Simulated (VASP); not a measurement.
# BN (P6_3mc) in VASP: single point with PBE

Aim: the single point of BN with PBE.

Everything below comes from runs of VASP 6.6.1. Logs are shortened: lines on timing, memory, paths and dates and some standing lists are left out, and cuts for length are marked.

### 1 The cell of the first run

The structure is hexagonal, space group P6_3mc (No. 186). The conventional cell has a = 2.536 Å, b = 2.536 Å, c = 4.199 Å, α = 90.00°, β = 90.00°, γ = 120.00°. Within 2.1 Å of B (site symmetry 3m) lie 4 N at 1.56 to 1.57 Å. Within 2.1 Å of N (site symmetry 3m) lie 4 B at 1.56 to 1.57 Å.

### 2 Single point, PBE

Input file INCAR:

```
  PREC = Accurate
  ENCUT = 520
  EDIFF = 1E-6
  ISMEAR = -1
  SIGMA = 0.01
  LREAL = F
  LASPH = T
  NELM = 100
  ALGO = Normal
  ISIF = 2
  LWAVE = F
  LCHARG = F
  GGA = PE
  NBANDS = 16
```

Input file KPOINTS:

```
regular mesh
0
Gamma
  12 12 6
```

Input file POSCAR:

```
BN
1.0
    2.5359998164      0.0000000000      0.0000000000
   -1.2679999082      2.1962402650      0.0000000000
    0.0000000000      0.0000000000      4.1990000000
B N
2 2
Direct
    0.6666666667      0.3333333333      0.0000000000
    0.3333333333      0.6666666667      0.5000000000
    0.6666666667      0.3333333333      0.3750000000
    0.3333333333      0.6666666667      0.8750000000
```

Potentials or basis: VASP PAW PBE potentials, release 64 (B, N).

The run is started by

```sh
$ cat potpaw_PBE.64/B/POTCAR potpaw_PBE.64/N/POTCAR > POTCAR
$ mpirun -np 1 vasp_std > vasp.out
```

OUTCAR:

```text
PREC = Accurate
   ENCUT = 520
   EDIFF = 1E-6
   ISMEAR = -1
   LREAL = F
   LASPH = T
   NELM = 100
   ISIF = 2
   GGA = PE

 ion  position               nearest neighbor table
   1  0.667  0.333  0.000-   4 1.56   4 1.56   4 1.56   3 1.57
   2  0.333  0.667  0.500-   3 1.56   3 1.56   3 1.56   4 1.57
   3  0.667  0.333  0.375-   2 1.56   2 1.56   2 1.56   1 1.57
   4  0.333  0.667  0.875-   1 1.56   1 1.56   1 1.56   2 1.57

  LATTYP: Found a hexagonal cell.
 ALAT       =     2.5359998164
 C/A-ratio  =     1.6557572177

  Lattice vectors:

 A1 = (   2.5359998164,   0.0000000000,   0.0000000000)
 A2 = (  -1.2679999082,   2.1962402650,   0.0000000000)
 A3 = (   0.0000000000,   0.0000000000,   4.1990000000)

Analysis of symmetry for initial positions (statically):
=====================================================================
 Subroutine PRICEL returns:
 Original cell was already a primitive cell.

 Routine SETGRP: Setting up the symmetry group for a
 hexagonal supercell.

 Subroutine GETGRP returns: Found 12 space group operations
 (whereof  6 operations were pure point group operations)
 out of a pool of 24 trial point group operations.

The static configuration has the point symmetry C_3v.
 The point group associated with its full space group is C_6v.

Analysis of symmetry for dynamics (positions and initial velocities):
=====================================================================
 Subroutine PRICEL returns:
 Original cell was already a primitive cell.

 Routine SETGRP: Setting up the symmetry group for a
 hexagonal supercell.

 Subroutine GETGRP returns: Found 12 space group operations
 (whereof  6 operations were pure point group operations)
 out of a pool of 24 trial point group operations.

The dynamic configuration has the point symmetry C_3v.
 The point group associated with its full space group is C_6v.

 Subroutine INISYM returns: Found 12 space group operations
 (whereof  6 operations are pure point group operations),
 and found     1 'primitive' translations

----------------------------------------------------------------------------------------

                                     Primitive cell

  volume of cell :      23.3870

  direct lattice vectors                    reciprocal lattice vectors
     2.535999816  0.000000000  0.000000000     0.394321795  0.227661795  0.000000000
    -1.267999908  2.196240265  0.000000000     0.000000000  0.455323589  0.000000000
     0.000000000  0.000000000  4.199000000     0.000000000  0.000000000  0.238151941

  length of vectors
     2.535999816  2.535999816  4.199000000     0.455323589  0.455323589  0.238151941

  position of ions in fractional coordinates (direct lattice)
     0.666666667  0.333333333  0.000000000
     0.333333333  0.666666667  0.500000000
     0.666666667  0.333333333  0.375000000
     0.333333333  0.666666667  0.875000000

  ion indices of the primitive-cell ions
   primitive index   ion index
                 1           1
                 2           2
                 3           3
                 4           4

----------------------------------------------------------------------------------------

 KPOINTS: regular mesh

Automatic generation of k-mesh.
 Grid dimensions read from file:
 generate k-points for:   12   12    6

 Generating k-lattice:

  Cartesian coordinates                     Fractional coordinates (reciprocal lattice)
     0.032860150  0.018971816  0.000000000     0.083333333  0.000000000  0.000000000
     0.000000000  0.037943632  0.000000000     0.000000000  0.083333333  0.000000000
     0.000000000  0.000000000  0.039691990     0.000000000  0.000000000  0.166666667

  Length of vectors
     0.037943632  0.037943632  0.039691990

  Shift w.r.t. Gamma in fractional coordinates (k-lattice)
     0.000000000  0.000000000  0.000000000

 Subroutine IBZKPT returns following result:
 ===========================================

 Found     76 irreducible k-points:

 Following reciprocal coordinates:
            Coordinates               Weight
  0.000000  0.000000  0.000000      1.000000
  0.083333 -0.000000  0.000000      6.000000
  0.166667  0.000000  0.000000      6.000000
  0.250000 -0.000000  0.000000      6.000000
  0.333333 -0.000000  0.000000      6.000000
  0.416667 -0.000000  0.000000      6.000000
[... 16 lines left out ...]
  0.250000 -0.000000  0.166667     12.000000
  0.333333 -0.000000  0.166667     12.000000
 [... further k-points ...]
   k-points           NKPTS =     76   k-points in BZ     NKDIM =     76   number of bands    NBANDS=     16
   number of dos      NEDOS =    301   number of ions     NIONS =      4
   total plane-waves  NPLWV =  12800
   dimension x,y,z NGX =    20 NGY =   20 NGZ =   32
   dimension x,y,z NGXF=    40 NGYF=   40 NGZF=   64
   ions per type =               2   2
   NGX,Y,Z   is equivalent  to a cutoff of  13.11, 13.11, 12.67 a.u.
   NGXF,Y,Z  is equivalent  to a cutoff of  26.22, 26.22, 25.34 a.u.
 SYSTEM =  unknown system
   PREC   = accura    normal or accurate (medium, high low for compatibility)
   ISTART =      0    job   : 0-new  1-cont  2-samecut
   ICHARG =      2    charge: 1-file 2-atom 10-const
   ISPIN  =      1    spin polarized calculation?
   LNONCOLLINEAR =      F non collinear calculations
   LSORBIT =      F    spin-orbit coupling
   LASPH  =      T    aspherical Exc in radial PAW
   ENCUT  =  520.0 eV  38.22 Ry    6.18 a.u.   4.72  4.72  7.81*2*pi/ulx,y,z
   NELM   =    100;   NELMIN=  2; NELMDL= -5     # of ELM steps
   EDIFF  = 0.1E-05   stopping-criterion for ELM
   LREAL  =      F    real-space projection
   EDIFFG = 0.1E-04   stopping-criterion for IOM
   NSW    =      0    number of steps for IOM
   IBRION =     -1    ionic relax: 0-MD 1-quasi-New 2-CG
   NFREE  =      0    steps in history (QN), initial steepest desc. (CG)
   ISIF   =      2    stress and relaxation
   ISYM   =      2    0-nonsym 1-usesym 2-fastsym
   POTIM  = 0.5000    time-step for ionic-motion
   TEBEG  =    0.0;   TEEND  =   0.0 temperature during run
   PSTRESS=    0.0 pullay stress
   NELECT =      16.0000    total number of electrons
   NUPDOWN=      -1.0000    fix difference up-down
   EMIN   =  10.00;   EMAX   =-10.00  energy-range for DOS
   EFERMI =   0.00;   METHOD = LEGACY
   ISMEAR =    -1;   SIGMA  =   0.01  broadening in eV -4-tet -1-fermi 0-gaus
   EFERMI_NEDOS =   21; number of points for ismear=-14 and -15
   IALGO  =     38    algorithm
   IMIX   =      4    mixing-type and parameters
     AMIX     =   0.40;   BMIX     =  1.00
     AMIX_MAG =   1.60;   BMIX_MAG =  1.00
  volume/ion in A,a.u.               =       5.85        39.46
  Fermi-wavevector in a.u.,A,eV,Ry     =   1.442524  2.725976 28.312047  2.080877
  Thomas-Fermi vector in A             =   2.561035
   LORBIT       =      0    0 simple, 1 ext, 2 COOP (PROOUT), +10 PAW based schemes
   GGA     = PE    functional components
   LHFCALC =     F    Hartree Fock is set to
   AEXX    =    0.0000 exact exchange contribution
   IVDW    =     0    specifies the selected vdW correction
   LEPSILON=     F    determine dielectric tensor
   LRPA    =     F    only Hartree local field effects (RPA)
 non-spin polarized calculation
  energy-cutoff  :      520.00
  volume of cell :       23.39
 maximum number of plane-waves:       652
 NGX is ok and might be reduce to    20
   NGX =  9   NGY =  9   NGZ = 15

 number of electron      15.9999999 magnetization

 Free energy of the ion-electron system (eV)
  ---------------------------------------------------
  ext. energy  EPLUGINS =         0.00000000
  ---------------------------------------------------
  free energy    TOTEN  =       -34.81903682 eV

  energy without entropy =      -34.81903682  energy(sigma->0) =      -34.81903682

 E-fermi :   7.9746     XC(G=0): -12.8632

 val. band max:        7.6800982719   @ k =   0.0000   0.0000   0.0000
 cond. band min:      12.8802702627   @ k =   0.3333   0.3333   0.0000
 fundamental gap:      5.2001719909
 Fermi energy:         7.9746203738

 k-point     1 :       0.0000    0.0000    0.0000
  band No.  band energies     occupation
      1     -12.8380      2.00000
      2      -8.6439      2.00000
      3      -3.3269      2.00000
      4       5.5461      2.00000
      5       5.5461      2.00000
      6       7.4317      2.00000
[... 8 lines left out ...]
     15      19.6667      0.00000
     16      24.0232      0.00000

 k-point     2 :       0.0833   -0.0000    0.0000
  band No.  band energies     occupation
      1     -12.6854      2.00000
      2      -8.5266      2.00000
      3      -3.1758      2.00000
      4       4.8491      2.00000
      5       5.2597      2.00000
      6       7.1037      2.00000
[... 8 lines left out ...]
     15      20.1141      0.00000
     16      23.7885      0.00000

 k-point     3 :       0.1667    0.0000    0.0000
  band No.  band energies     occupation
      1     -12.2324      2.00000
      2      -8.1905      2.00000
      3      -2.7278      2.00000
      4       3.1720      2.00000
      5       4.5878      2.00000
      6       5.6804      2.00000
[... 8 lines left out ...]
     15      21.2781      0.00000
     16      23.1073      0.00000

 k-point     4 :       0.2500   -0.0000    0.0000
  band No.  band energies     occupation
      1     -11.4962      2.00000
      2      -7.6984      2.00000
      3      -2.0044      2.00000
      4       1.1838      2.00000
      5       3.8363      2.00000
      6       3.8991      2.00000
[... 8 lines left out ...]
     15      22.7841      0.00000
     16      23.2351      0.00000

 k-point     5 :       0.3333   -0.0000    0.0000
  band No.  band energies     occupation
      1     -10.5180      2.00000
      2      -7.2195      2.00000
      3      -1.0750      2.00000
      4      -0.5800      2.00000
      5       2.1157      2.00000
      6       3.2041      2.00000
[... 8 lines left out ...]
     15      23.6239      0.00000
     16      24.2421      0.00000

 k-point     6 :       0.4167   -0.0000    0.0000
  band No.  band energies     occupation
      1      -9.4116      2.00000
      2      -7.1203      2.00000
      3      -1.6773      2.00000
      4      -0.0632      2.00000
      5       0.6825      2.00000
      6       2.7938      2.00000
[... 8 lines left out ...]
     15      23.9775      0.00000
     16      25.2915      0.00000
[... 267 lines left out ...]
 k-point    21 :       0.0833   -0.0000    0.1667
  band No.  band energies     occupation
      1     -12.5187      2.00000
      2      -9.0924      2.00000
      3      -2.3189      2.00000
      4       4.9736      2.00000
      5       5.3826      2.00000
      6       6.3469      2.00000
[... 8 lines left out ...]
     15      19.8012      0.00000
     16      23.4593      0.00000

 k-point    22 :       0.1667    0.0000    0.1667
  band No.  band energies     occupation
      1     -12.0681      2.00000
      2      -8.7273      2.00000
      3      -1.9240      2.00000
      4       3.3172      2.00000
      5       4.7200      2.00000
      6       5.2444      2.00000
[... 8 lines left out ...]
     15      20.9606      0.00000
     16      23.1025      0.00000

 k-point    23 :       0.2500   -0.0000    0.1667
  band No.  band energies     occupation
      1     -11.3369      2.00000
      2      -8.1757      2.00000
      3      -1.3470      2.00000
      4       1.4022      2.00000
      5       3.4654      2.00000
      6       3.9759      2.00000
[... 8 lines left out ...]
     15      22.4457      0.00000
     16      23.3184      0.00000

 k-point    24 :       0.3333   -0.0000    0.1667
  band No.  band energies     occupation
      1     -10.3688      2.00000
      2      -7.5817      2.00000
      3      -1.1990      2.00000
      4       0.2558      2.00000
      5       1.6669      2.00000
      6       3.3485      2.00000
[... 8 lines left out ...]
     15      23.8546      0.00000
     16      24.1353      0.00000

 [... further k-points ...]

------------------------ aborting loop because EDIFF is reached ----------------------------------------

  FORCE on cell =-STRESS in cart. coord.  units (eV):
  Direction    XX          YY          ZZ          XY          YZ          ZX
  --------------------------------------------------------------------------------------
  -------------------------------------------------------------------------------------
  Total        1.2677615      1.2677615      1.0897705      0.0000000     -0.0000000      0.0000000
  in kB       86.8506757     86.8506757     74.6570230      0.0000000     -0.0000000      0.0000000
  external PRESSURE =      82.7861248 kB  Pullay stress =       0.0000000 kB

 VOLUME and BASIS-vectors are now :
 -----------------------------------------------------------------------------
  energy-cutoff  :      520.00
  volume of cell :       23.39
      direct lattice vectors                 reciprocal lattice vectors
     2.535999816  0.000000000  0.000000000     0.394321795  0.227661795  0.000000000
    -1.267999908  2.196240265  0.000000000     0.000000000  0.455323589  0.000000000
     0.000000000  0.000000000  4.199000000     0.000000000  0.000000000  0.238151941

 POSITION                                       TOTAL-FORCE (eV/Angst)
 -----------------------------------------------------------------------------------
      1.26800      0.73208      0.00000        -0.000000      0.000000      0.057897
     -0.00000      1.46416      2.09950        -0.000000      0.000000      0.057897
      1.26800      0.73208      1.57462        -0.000000     -0.000000     -0.057897
     -0.00000      1.46416      3.67413         0.000000      0.000000     -0.057897
 -----------------------------------------------------------------------------------
    total drift:                               -0.000000     -0.000000     -0.000199

  FREE ENERGIE OF THE ION-ELECTRON SYSTEM (eV)
  ---------------------------------------------------
  free  energy   TOTEN  =       -34.8190368162 eV

  energy  without entropy=      -34.8190368162  energy(sigma->0) =      -34.81903682
```

Wall time 22 s (1 thread of Intel Xeon Platinum 8559C (Emerald Rapids), shared host); peak memory 0.14 GiB.

Results:

```
Free energy            : -34.8190 eV
Pressure               : 8.3 GPa
Largest force          : 0.058 eV/Å
Band gap on the k mesh : 5.20 eV (least direct gap 8.35 eV)
```

Forces on the atoms (eV/Å):
```
B    0.000  0.000  0.058
B    0.000  0.000  0.058
N    0.000  0.000 -0.058
N    0.000  0.000 -0.058
```

Stress tensor (GPa, compression positive):
```
8.69 0.00 0.00
0.00 8.69 0.00
0.00 0.00 7.47
```

Levels at points of the mesh, in eV from the valence-band top:
```tsv
k point	band 5	band 6	band 7	band 8	band 9	band 10	band 11	band 12
(0.00, 0.00, 0.00)	-2.13	-0.25	0.00	0.00	8.44	8.44	8.62	9.69
(0.50, 0.00, 0.00)	-6.95	-5.03	-4.44	-2.14	6.77	8.01	10.71	11.61
(0.00, 0.00, 0.50)	-1.18	-1.18	-1.18	-1.18	9.61	9.61	10.00	10.00
(0.50, 0.00, 0.50)	-3.81	-3.81	-3.59	-3.59	6.64	6.64	10.11	10.11
```

Caveat: the cell stands under pressure.
